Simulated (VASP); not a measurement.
Runs of VASP 6.6.1 on Ti. The structure is that of space group Fm-3m (No. 225), or close to it. The cells are those of the table. 

```tsv
cell	gap on the mesh (eV)	pressure (GPa)
a = 3.101 Å, angles 60.0°, 1 atom	none	-15.3
a = 2.699, b = 2.699, c = 2.756 Å, angles 59.3, 59.3, 61.4°, 1 atom	none	31.6
a = 2.929, b = 2.929, c = 2.871 Å, angles 60.7, 60.7, 58.7°, 1 atom	none	(b)
a = 2.929, b = 2.929, c = 2.986 Å, angles 59.4, 59.4, 61.3°, 1 atom	none	-3.9
a = 2.699, b = 2.699, c = 2.641 Å, angles 60.7, 60.7, 58.6°, 1 atom	none	40.8
a = 2.641 Å, angles 60.0°, 1 atom	none	(a)
a = 2.756 Å, angles 60.0°, 1 atom	none	23.5
a = 2.988, b = 2.988, c = 2.871 Å, angles 61.3, 61.3, 57.4°, 1 atom	none	-3.9
a = 2.986 Å, angles 60.0°, 1 atom	none	-7.5
a = 2.758, b = 2.758, c = 2.641 Å, angles 61.4, 61.4, 57.2°, 1 atom	none	31.9
```

Alike in all rows: task single point; level r2SCAN; potentials or basis VASP PAW PBE potentials, release 64 (Ti_sv); no spin polarisation; k mesh 20 × 20 × 20; cutoff (eV) 520; smearing gaussian 0.15 eV.

Question: Fill in the values left out.

Answer: (a) 51.0; (b) 0.1.

Caveats: the PAW data sets were made with another functional, which shifts forces and pressure a little.

A gap of «none» marks levels without a gap at the run's occupations.
